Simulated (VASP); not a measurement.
KTaO3, 5 atoms in the cell. It takes space group Pm-3m (No. 221, cubic). Conventional cell: a = 3.954 Å, b = 3.954 Å, c = 3.954 Å, α = 90.00°, β = 90.00°, γ = 90.00°. K (site symmetry m-3m) has 12 O at 2.80 Å and 8 Ta at 3.42 Å within 3.7 Å. Within 2.6 Å of Ta (site symmetry m-3m) lie 6 O at 1.98 Å. Within 2.6 Å of O (site symmetry 4/mmm) lie 2 Ta at 1.98 Å. 

- Program: VASP 6.6.1
- Task: single point
- Functional: PBEsol
- Potentials or basis: VASP PAW PBE potentials, release 64 (K_sv, Ta_pv, O)
- Cutoff: 520 eV
- k mesh: 8 × 8 × 8
- Occupations: gaussian, width 0.02 eV
- Spin: no spin polarisation
- Dipole correction: no
- Further INCAR settings: ALGO = Normal; EDIFF = 1e-06; NBANDS = 27

Potentials or basis: VASP PAW PBE potentials, release 64 (K_sv, Ta_pv, O).

Command:

```sh
$ cat potpaw_PBE.64/K_sv/POTCAR potpaw_PBE.64/Ta_pv/POTCAR potpaw_PBE.64/O/POTCAR > POTCAR
$ mpirun -np 1 vasp_std > vasp.out
```

Hardware: 1 thread of Intel(R) Xeon(R) 6975P-C (Granite Rapids) (shared host).

Question: Estimate the wall time of this run.

Answer: It took 53 s on 1 thread of Intel(R) Xeon(R) 6975P-C (Granite Rapids), on a shared host, peak memory 0.2 GiB. Counts: scf iterations 13, k points 35.
